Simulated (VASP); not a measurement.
Set up this calculation in VASP 6.6.1, as the native input.

```yaml
Task: electric field gradients
Functional: PBE
Potentials_or_basis: VASP PAW PBE potentials, release 64 (Ti_sv, S)
Cutoff: 400 eV
k_mesh: 14 × 14 × 7
Occupations: fermi-dirac, width 0.05 eV
Spin: no spin polarisation
Dipole_correction: no
Further_INCAR_settings: ALGO = Normal; EDIFF = 1e-08; NBANDS = 19
```

The structure of TiS2 lies in POSCAR:

```
TiS2
1.0
    3.3891005499      0.0000000000      0.0000000000
   -1.6945502750      2.9350471722      0.0000000000
    0.0000000000      0.0000000000      5.6567773718
Ti S
1 2
Direct
    0.0000000000      0.0000000000      0.0000000000
    0.3333333333      0.6666666667      0.2500000000
    0.6666666667      0.3333333333      0.7500000000
```

These files were run (other wordings do the same):

INCAR

```
SYSTEM = TiS2
  PREC = Accurate
  ENCUT = 400
  EDIFF = 1E-8
  ISMEAR = -1
  SIGMA = 0.05
  LREAL = .False.
  LASPH = .True.
  NELM = 120
  ALGO = Normal
  ISIF = 2
  LWAVE = .False.
  LCHARG = .False.
  GGA = PE
  LEFG = .True.
  NBANDS = 19
  GGA_COMPAT = .False.
```

KPOINTS

```
Automatic mesh
0
Gamma
  14 14 7
  0 0 0
```

Potentials or basis: VASP PAW PBE potentials, release 64 (Ti_sv, S).

Launch:

```console
$ cat potpaw_PBE.64/Ti_sv/POTCAR potpaw_PBE.64/S/POTCAR > POTCAR
$ mpirun -np 1 vasp_std > vasp.out
```

It gave:

```yaml
Pressure: 2.3 GPa
Largest_force: 0.098 eV/Å
Band_gap_on_the_k_mesh: zero (bands 12 and 13 overlap by 0.14 eV)
Largest_electric_field_gradient_by_atom: Ti -20.1; S -10.4 V/Å²
```

Caveat: without QUAD_EFG the Cq values of the log hold for a quadrupole moment of 1 mb, not for the nuclei.

Wall time 2.8 min on 1 thread of Intel Xeon 8259CL, on a shared host, peak memory 0.23 GiB.
